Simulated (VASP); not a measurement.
# CsH in VASP: a series of runs

CsH is run at these levels: PBEsol; tasks: single point.

Everything below comes from runs of VASP 6.6.1. Logs are shortened: lines on timing, memory, paths and dates and some standing lists are left out, and cuts for length are marked.

**1. The cell of the first run**

The typed cell holds 4 atoms: a = 4.025 Å, b = 4.025 Å, c = 5.027 Å, α = 90.00°, β = 90.00°, γ = 120.00°.

**2. Single point, PBEsol**

The input, INCAR:

```
SYSTEM = CsH
PREC = Accurate
ENCUT = 520
EDIFF = 1E-6
ISMEAR = 0
SIGMA = 0.02
LREAL = .False.
LASPH = .True.
NELM = 60
ALGO = Normal
ISIF = 2
LWAVE = .False.
LCHARG = .False.
GGA = PS
NBANDS = 18
```

The input, KPOINTS:

```
regular mesh
0
Gamma
  6 6 3
  0 0 0
```

The input, POSCAR:

```
CsH
1.0
    4.0254717009      0.0000000000      0.0000000000
   -2.0127358505      3.4861607552      0.0000000000
    0.0000000000      0.0000000000      5.0269463736
Cs H
2 2
Direct
    0.3333333333      0.6666666667     -0.0625183492
    0.6666666667      0.3333333333      0.4374816508
    0.3333333333      0.6666666667      0.4375183492
    0.6666666667      0.3333333333      0.9375183492
```

Potentials or basis: VASP PAW PBE potentials, release 64 (Cs_sv, H).

On the command line:

```sh
$ cat potpaw_PBE.64/Cs_sv/POTCAR potpaw_PBE.64/H/POTCAR > POTCAR
$ mpirun -np 1 vasp_std > vasp.out
```

OUTCAR:

```text
SYSTEM = CsH
   PREC = Accurate
   ENCUT = 520
   EDIFF = 1E-6
   ISMEAR = 0
   LREAL = .False.
   LASPH = .True.
   NELM = 60
   ISIF = 2
   GGA = PS

 ion  position               nearest neighbor table
   1  0.333  0.667  0.937-
   2  0.667  0.333  0.437-
   3  0.333  0.667  0.438-
   4  0.667  0.333  0.938-

  LATTYP: Found a hexagonal cell.
 ALAT       =     4.0254717009
 C/A-ratio  =     1.2487844275

  Lattice vectors:

 A1 = (   4.0254717009,   0.0000000000,   0.0000000000)
 A2 = (  -2.0127358505,   3.4861607552,   0.0000000000)
 A3 = (   0.0000000000,   0.0000000000,   5.0269463736)

Analysis of symmetry for initial positions (statically):
=====================================================================
 Subroutine PRICEL returns:
 Original cell was already a primitive cell.

 Routine SETGRP: Setting up the symmetry group for a
 hexagonal supercell.

 Subroutine GETGRP returns: Found 12 space group operations
 (whereof  6 operations were pure point group operations)
 out of a pool of 24 trial point group operations.

The static configuration has the point symmetry C_3v.
 The point group associated with its full space group is C_6v.

Analysis of symmetry for dynamics (positions and initial velocities):
=====================================================================
 Subroutine PRICEL returns:
 Original cell was already a primitive cell.

 Routine SETGRP: Setting up the symmetry group for a
 hexagonal supercell.

 Subroutine GETGRP returns: Found 12 space group operations
 (whereof  6 operations were pure point group operations)
 out of a pool of 24 trial point group operations.

The dynamic configuration has the point symmetry C_3v.
 The point group associated with its full space group is C_6v.

 Subroutine INISYM returns: Found 12 space group operations
 (whereof  6 operations are pure point group operations),
 and found     1 'primitive' translations

----------------------------------------------------------------------------------------

                                     Primitive cell

  volume of cell :      70.5454

  direct lattice vectors                    reciprocal lattice vectors
     4.025471701  0.000000000  0.000000000     0.248418092  0.143424252  0.000000000
    -2.012735850  3.486160755  0.000000000     0.000000000  0.286848505  0.000000000
     0.000000000  0.000000000  5.026946374     0.000000000  0.000000000  0.198927923

  length of vectors
     4.025471701  4.025471701  5.026946374     0.286848505  0.286848505  0.198927923

  position of ions in fractional coordinates (direct lattice)
     0.333333333  0.666666667  0.937481651
     0.666666667  0.333333333  0.437481651
     0.333333333  0.666666667  0.437518349
     0.666666667  0.333333333  0.937518349

  ion indices of the primitive-cell ions
   primitive index   ion index
                 1           1
                 2           2
                 3           3
                 4           4

----------------------------------------------------------------------------------------

 KPOINTS: regular mesh

Automatic generation of k-mesh.
 Grid dimensions read from file:
 generate k-points for:    6    6    3

 Generating k-lattice:

  Cartesian coordinates                     Fractional coordinates (reciprocal lattice)
     0.041403015  0.023904042  0.000000000     0.166666667  0.000000000  0.000000000
     0.000000000  0.047808084  0.000000000     0.000000000  0.166666667  0.000000000
     0.000000000  0.000000000  0.066309308     0.000000000  0.000000000  0.333333333

  Length of vectors
     0.047808084  0.047808084  0.066309308

  Shift w.r.t. Gamma in fractional coordinates (k-lattice)
     0.000000000  0.000000000  0.000000000

 Subroutine IBZKPT returns following result:
 ===========================================

 Found     14 irreducible k-points:

 Following reciprocal coordinates:
            Coordinates               Weight
  0.000000  0.000000  0.000000      1.000000
  0.166667  0.000000  0.000000      6.000000
  0.333333  0.000000  0.000000      6.000000
  0.500000  0.000000  0.000000      3.000000
  0.166667  0.166667  0.000000      6.000000
  0.333333  0.166667  0.000000     12.000000
  0.333333  0.333333  0.000000      2.000000
  0.000000  0.000000  0.333333      2.000000
  0.166667  0.000000  0.333333     12.000000
  0.333333  0.000000  0.333333     12.000000
  0.500000  0.000000  0.333333      6.000000
  0.166667  0.166667  0.333333     12.000000
  0.333333  0.166667  0.333333     24.000000
  0.333333  0.333333  0.333333      4.000000
   k-points           NKPTS =     14   k-points in BZ     NKDIM =     14   number of bands    NBANDS=     18
   number of dos      NEDOS =    301   number of ions     NIONS =      4
   total plane-waves  NPLWV =  36000
   dimension x,y,z NGX =    30 NGY =   30 NGZ =   40
   dimension x,y,z NGXF=    60 NGYF=   60 NGZF=   80
   ions per type =               2   2
   NGX,Y,Z   is equivalent  to a cutoff of  12.39, 12.39, 13.23 a.u.
   NGXF,Y,Z  is equivalent  to a cutoff of  24.78, 24.78, 26.46 a.u.
 SYSTEM =  CsH
   PREC   = accura    normal or accurate (medium, high low for compatibility)
   ISTART =      0    job   : 0-new  1-cont  2-samecut
   ICHARG =      2    charge: 1-file 2-atom 10-const
   ISPIN  =      1    spin polarized calculation?
   LNONCOLLINEAR =      F non collinear calculations
   LSORBIT =      F    spin-orbit coupling
   LASPH  =      T    aspherical Exc in radial PAW
   ENCUT  =  520.0 eV  38.22 Ry    6.18 a.u.   7.48  7.48  9.35*2*pi/ulx,y,z
   NELM   =     60;   NELMIN=  2; NELMDL= -5     # of ELM steps
   EDIFF  = 0.1E-05   stopping-criterion for ELM
   LREAL  =      F    real-space projection
   EDIFFG = 0.1E-04   stopping-criterion for IOM
   NSW    =      0    number of steps for IOM
   IBRION =     -1    ionic relax: 0-MD 1-quasi-New 2-CG
   NFREE  =      0    steps in history (QN), initial steepest desc. (CG)
   ISIF   =      2    stress and relaxation
   ISYM   =      2    0-nonsym 1-usesym 2-fastsym
   POTIM  = 0.5000    time-step for ionic-motion
   TEBEG  =    0.0;   TEEND  =   0.0 temperature during run
   PSTRESS=    0.0 pullay stress
   NELECT =      20.0000    total number of electrons
   NUPDOWN=      -1.0000    fix difference up-down
   EMIN   =  10.00;   EMAX   =-10.00  energy-range for DOS
   EFERMI =   0.00;   METHOD = LEGACY
   ISMEAR =     0;   SIGMA  =   0.02  broadening in eV -4-tet -1-fermi 0-gaus
   EFERMI_NEDOS =   21; number of points for ismear=-14 and -15
   IALGO  =     38    algorithm
   IMIX   =      4    mixing-type and parameters
     AMIX     =   0.40;   BMIX     =  1.00
     AMIX_MAG =   1.60;   BMIX_MAG =  1.00
  volume/ion in A,a.u.               =      17.64       119.02
  Fermi-wavevector in a.u.,A,eV,Ry     =   1.075463  2.032330 15.736771  1.156620
  Thomas-Fermi vector in A             =   2.211320
   LORBIT       =      0    0 simple, 1 ext, 2 COOP (PROOUT), +10 PAW based schemes
   GGA     = PS    functional components
   LHFCALC =     F    Hartree Fock is set to
   AEXX    =    0.0000 exact exchange contribution
   IVDW    =     0    specifies the selected vdW correction
   LEPSILON=     F    determine dielectric tensor
   LRPA    =     F    only Hartree local field effects (RPA)
 non-spin polarized calculation
 Gauss-broadening in eV      SIGMA  =   0.02
  energy-cutoff  :      520.00
  volume of cell :       70.55
 maximum number of plane-waves:      1912
 NGX is ok and might be reduce to    30
   NGX = 15   NGY = 15   NGZ = 19

 number of electron      20.0000000 magnetization

 Free energy of the ion-electron system (eV)
  ---------------------------------------------------
  ext. energy  EPLUGINS =         0.00000000
  ---------------------------------------------------
  free energy    TOTEN  =        -6.18154891 eV

  energy without entropy =       -6.18154891  energy(sigma->0) =       -6.18154891

 E-fermi :   3.8054     XC(G=0):  -9.9422

 val. band max:        3.7015569386   @ k =   0.3333   0.3333   0.3333
 cond. band min:       5.1428193744   @ k =   0.3333   0.3333   0.0000
 fundamental gap:      1.4412624357
 Fermi energy:         3.8053791501

 k-point     1 :       0.0000    0.0000    0.0000
  band No.  band energies     occupation
      1     -18.7570      2.00000
      2     -17.3763      2.00000
      3      -6.9293      2.00000
      4      -4.8300      2.00000
      5      -4.8300      2.00000
      6      -3.6957      2.00000
[... 10 lines left out ...]
     17       9.2983      0.00000
     18      12.0396      0.00000

 k-point     2 :       0.1667    0.0000    0.0000
  band No.  band energies     occupation
      1     -18.6368      2.00000
      2     -17.4032      2.00000
      3      -6.7244      2.00000
      4      -5.4503      2.00000
      5      -5.0447      2.00000
      6      -4.3211      2.00000
[... 10 lines left out ...]
     17      10.5251      0.00000
     18      10.7843      0.00000

 k-point     3 :       0.3333    0.0000    0.0000
  band No.  band energies     occupation
      1     -18.3372      2.00000
      2     -17.5133      2.00000
      3      -6.3630      2.00000
      4      -6.1720      2.00000
      5      -5.3841      2.00000
      6      -5.2727      2.00000
[... 10 lines left out ...]
     17      12.0157      0.00000
     18      13.7032      0.00000

 k-point     4 :       0.5000    0.0000    0.0000
  band No.  band energies     occupation
      1     -18.1094      2.00000
      2     -17.6450      2.00000
      3      -6.7290      2.00000
      4      -5.6921      2.00000
      5      -5.6705      2.00000
      6      -5.5278      2.00000
[... 10 lines left out ...]
     17      12.9897      0.00000
     18      14.4903      0.00000

 k-point     5 :       0.1667    0.1667    0.0000
  band No.  band energies     occupation
      1     -18.4239      2.00000
      2     -17.4741      2.00000
      3      -6.3398      2.00000
      4      -5.9361      2.00000
      5      -5.7249      2.00000
      6      -4.8075      2.00000
[... 10 lines left out ...]
     17      11.4400      0.00000
     18      13.1518      0.00000

 k-point     6 :       0.3333    0.1667    0.0000
  band No.  band energies     occupation
      1     -18.1154      2.00000
      2     -17.6384      2.00000
      3      -6.5085      2.00000
      4      -5.9214      2.00000
      5      -5.7113      2.00000
      6      -5.4795      2.00000
[... 10 lines left out ...]
     17      12.8646      0.00000
     18      13.8423      0.00000

 k-point     7 :       0.3333    0.3333    0.0000
  band No.  band energies     occupation
      1     -17.8522      2.00000
      2     -17.8522      2.00000
      3      -6.4633      2.00000
      4      -5.9309      2.00000
      5      -5.9309      2.00000
      6      -5.0745      2.00000
[... 10 lines left out ...]
     17      11.7527      0.00000
     18      15.1247      0.00000

 k-point     8 :       0.0000    0.0000    0.3333
  band No.  band energies     occupation
      1     -18.4547      2.00000
      2     -17.7711      2.00000
      3      -6.1946      2.00000
      4      -4.5618      2.00000
      5      -4.5618      2.00000
      6      -4.3567      2.00000
[... 10 lines left out ...]
     17       9.9965      0.00000
     18      11.6632      0.00000

 k-point     9 :       0.1667    0.0000    0.3333
  band No.  band energies     occupation
      1     -18.3593      2.00000
      2     -17.7461      2.00000
      3      -6.5082      2.00000
      4      -5.4048      2.00000
      5      -4.7305      2.00000
      6      -4.5919      2.00000
[... 10 lines left out ...]
     17      11.0146      0.00000
     18      11.2930      0.00000

 k-point    10 :       0.3333    0.0000    0.3333
  band No.  band energies     occupation
      1     -18.1345      2.00000
      2     -17.7211      2.00000
      3      -7.1299      2.00000
      4      -6.5043      2.00000
      5      -5.0122      2.00000
      6      -4.4461      2.00000
[... 10 lines left out ...]
     17      11.3580      0.00000
     18      12.1635      0.00000

 k-point    11 :       0.5000    0.0000    0.3333
  band No.  band energies     occupation
      1     -17.9802      2.00000
      2     -17.7458      2.00000
      3      -7.4090      2.00000
      4      -6.9557      2.00000
      5      -5.1358      2.00000
      6      -4.2963      2.00000
[... 10 lines left out ...]
     17      12.6524      0.00000
     18      12.7275      0.00000

 k-point    12 :       0.1667    0.1667    0.3333
  band No.  band energies     occupation
      1     -18.1974      2.00000
      2     -17.7220      2.00000
      3      -6.9230      2.00000
      4      -6.2458      2.00000
      5      -5.1059      2.00000
      6      -4.3942      2.00000
[... 10 lines left out ...]
     17      11.3289      0.00000
     18      12.4240      0.00000

 k-point    13 :       0.3333    0.1667    0.3333
  band No.  band energies     occupation
      1     -17.9836      2.00000
      2     -17.7430      2.00000
      3      -7.2528      2.00000
      4      -6.8803      2.00000
      5      -5.5628      2.00000
      6      -4.5531      2.00000
[... 10 lines left out ...]
     17      12.5956      0.00000
     18      12.7857      0.00000

 k-point    14 :       0.3333    0.3333    0.3333
  band No.  band energies     occupation
      1     -17.8306      2.00000
      2     -17.8306      2.00000
      3      -7.0920      2.00000
      4      -7.0920      2.00000
      5      -6.0091      2.00000
      6      -4.8783      2.00000
[... 10 lines left out ...]
     17      10.9913      0.00000
     18      12.0997      0.00000

------------------------ aborting loop because EDIFF is reached ----------------------------------------

  FORCE on cell =-STRESS in cart. coord.  units (eV):
  Direction    XX          YY          ZZ          XY          YZ          ZX
  --------------------------------------------------------------------------------------
  -------------------------------------------------------------------------------------
  Total        9.1780269      9.1780269      9.3730210     -0.0000000      0.0000000      0.0000000
  in kB      208.4449930    208.4449930    212.8735657     -0.0000000      0.0000000      0.0000000
  external PRESSURE =     209.9211839 kB  Pullay stress =       0.0000000 kB

 VOLUME and BASIS-vectors are now :
 -----------------------------------------------------------------------------
  energy-cutoff  :      520.00
  volume of cell :       70.55
      direct lattice vectors                 reciprocal lattice vectors
     4.025471701  0.000000000  0.000000000     0.248418092  0.143424252  0.000000000
    -2.012735850  3.486160755  0.000000000     0.000000000  0.286848505  0.000000000
     0.000000000  0.000000000  5.026946374     0.000000000  0.000000000  0.198927923

 POSITION                                       TOTAL-FORCE (eV/Angst)
 -----------------------------------------------------------------------------------
     -0.00000      2.32411      4.71267        -0.000000      0.000000      0.000555
      2.01274      1.16205      2.19920         0.000000     -0.000000      0.000555
     -0.00000      2.32411      2.19938        -0.000000     -0.000000     -0.000555
      2.01274      1.16205      4.71285         0.000000     -0.000000     -0.000555
 -----------------------------------------------------------------------------------
    total drift:                               -0.000000      0.000000      0.000014

  FREE ENERGIE OF THE ION-ELECTRON SYSTEM (eV)
  ---------------------------------------------------
  free  energy   TOTEN  =        -6.1815489075 eV

  energy  without entropy=       -6.1815489075  energy(sigma->0) =       -6.18154891
```

Wall time 33 s (1 thread of Intel Xeon 8259CL, shared host); peak memory 0.18 GiB.

What came out:

| Item | Value |
| --- | --- |
| Free energy | -6.1815 eV |
| Pressure | 21.0 GPa |
| Band gap on the k mesh | 1.44 eV (least direct gap 2.10 eV) |

Caveat: the cell stands under pressure; the PAW data sets were made with another functional, which shifts forces and pressure a little; spin-orbit coupling is left out, which moves the levels of the heavy elements; an odd mesh through Γ misses points on the zone boundary, where band edges can lie.

**3. Single point, PBEsol**

This run uses another cell than the first one, of 21.76 Å³/atom.

The input, INCAR:

```
SYSTEM = CsH
PREC = Accurate ; ENCUT = 520
EDIFF = 1E-7 ; ISMEAR = 0
SIGMA = 0.02 ; LREAL = .False.
LASPH = .True. ; NELM = 100
ALGO = Normal ; ISIF = 2
LWAVE = .False. ; LCHARG = .True.
GGA = PS ; LELF = .True.
LVHAR = .True. ; NBANDS = 18
```

KPOINTS is that of step 2.

The input, POSCAR:

```
CsH
1.0
    4.3410586135      0.0000000000      0.0000000000
   -2.1705293068      3.7594670386      0.0000000000
    0.0000000000      0.0000000000      5.3327373571
Cs H
2 2
Direct
    0.3333333333      0.6666666667     -0.0625058394
    0.6666666667      0.3333333333      0.4374941606
    0.3333333333      0.6666666667      0.4375058394
    0.6666666667      0.3333333333      0.9375058394
```

Potentials or basis: VASP PAW PBE potentials, release 64 (Cs_sv, H).

On the command line:

```sh
$ cat potpaw_PBE.64/Cs_sv/POTCAR potpaw_PBE.64/H/POTCAR > POTCAR
$ mpirun -np 1 vasp_std > vasp.out
```

Wall time 32 s (1 thread of Intel Xeon 8259CL, shared host); peak memory 0.19 GiB.

It converged, with:

- Free energy: -7.7262 eV
- Pressure: 10.3 GPa
- Band gap on the k mesh: 2.29 eV (least direct gap 2.62 eV)

Stress tensor (GPa, compression positive):
```
10.28  0.00  0.00
 0.00 10.28  0.00
 0.00  0.00 10.48
```

Levels at points of the mesh, in eV from the valence-band top:
```
           k point  band 8  band 9  band 10  band 11  band 12  band 13
(0.00, 0.00, 0.00)   -6.83   -2.54    -2.04     4.10     4.10     4.21
(0.50, 0.00, 0.00)   -7.34   -1.54    -0.71     3.30     3.56     4.08
```

Caveat: the cell stands under pressure; the PAW data sets were made with another functional, which shifts forces and pressure a little; spin-orbit coupling is left out, which moves the levels of the heavy elements; an odd mesh through Γ misses points on the zone boundary, where band edges can lie.

**4. Single point, PBEsol**

This run uses another cell than the first one, of 25.92 Å³/atom.

The input, INCAR:

```
SYSTEM = CsH
  PREC = Accurate
  ENCUT = 520
  EDIFF = 1E-7
  ISMEAR = 0
  SIGMA = 0.02
  LREAL = .FALSE.
  LASPH = .TRUE.
  NELM = 60
  ALGO = Normal
  ISIF = 2
  LWAVE = .FALSE.
  LCHARG = .TRUE.
  GGA = PS
  LELF = .TRUE.
  LVHAR = .TRUE.
  NBANDS = 18
```

The input, KPOINTS:

```
regular mesh
0
G
  6 6 3
  0 0 0
```

The input, POSCAR:

```
CsH
1.0
    4.6199970928      0.0000000000      0.0000000000
   -2.3099985464      4.0010348478      0.0000000000
    0.0000000000      0.0000000000      5.6093349875
Cs H
2 2
Direct
    0.3333333333      0.6666666667     -0.0624649301
    0.6666666667      0.3333333333      0.4375350699
    0.3333333333      0.6666666667      0.4374649301
    0.6666666667      0.3333333333      0.9374649301
```

On the command line:

```sh
$ cat potpaw_PBE.64/Cs_sv/POTCAR potpaw_PBE.64/H/POTCAR > POTCAR
$ mpirun -np 1 vasp_std > vasp.out
```

It took 45 s on 1 thread of Intel Xeon 8259CL, shared host; peak memory 0.22 GiB.

The run converged. Its results:

```
Free energy            : -8.5066 eV
Pressure               : 5.1 GPa
Band gap on the k mesh : 2.62 eV (least direct gap 2.99 eV)
```

Stress tensor (GPa, compression positive):
```
5.09 0.00 0.00
0.00 5.09 0.00
0.00 0.00 5.21
```

Levels at points of the mesh, in eV from the valence-band top:
| k point | band 7 | band 8 | band 9 | band 10 | band 11 | band 12 | band 13 | band 14 |
| --- | --- | --- | --- | --- | --- | --- | --- | --- |
| (0.00, 0.00, 0.00) | -7.45 | -7.04 | -1.83 | -1.81 | 4.32 | 4.32 | 4.40 | 5.45 |
| (0.50, 0.00, 0.00) | -7.69 | -7.40 | -1.00 | -0.67 | 3.31 | 3.62 | 4.35 | 5.71 |

Caveat: the cell stands under pressure; the PAW data sets were made with another functional, which shifts forces and pressure a little; spin-orbit coupling is left out, which moves the levels of the heavy elements; an odd mesh through Γ misses points on the zone boundary, where band edges can lie.

(Part 1 of 2 ends here.)
